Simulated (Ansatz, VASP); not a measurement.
CoSi in VASP and in Ansatz

```
Co Si
1.0
     4.43079    0.00000    0.00000
     0.00000    4.43079    0.00000
     0.00000    0.00000    4.43079
Co Si
4 4
Direct
  0.14503 0.14503 0.14503
  0.35497 0.85497 0.64503
  0.64503 0.35497 0.85497
  0.85497 0.64503 0.35497
  0.84317 0.84317 0.84317
  0.65683 0.15683 0.34317
  0.34317 0.65683 0.15683
  0.15683 0.34317 0.65683
```

Alike in both runs: task single point; functional PBE; k mesh 8 × 8 × 8; occupations gaussian, width 0.05 eV; no spin polarisation.

|  | VASP | Ansatz |
| --- | --- | --- |
| version | VASP 6.6.1 | Ansatz 0.2.0 |
| potentials or method | VASP PAW PBE potentials, release 64 (Co, Si), cutoff 520 eV | scalar-relativistic, plane waves, PAW |
| valence electrons in the cell | 52 | 84 |

|  | VASP | Ansatz | Ansatz less VASP |
| --- | --- | --- | --- |
| gap on the k mesh at the Fermi level (eV) | none | none | - |
| pressure (GPa) | -0.1 | 0.0 | +0.08 |

A gap of «none» marks a metal or a gap that the smearing closes. VASP's potentials hold 52 valence electrons a cell and Ansatz's 84, so a difference there can come from the potentials and not from the codes.
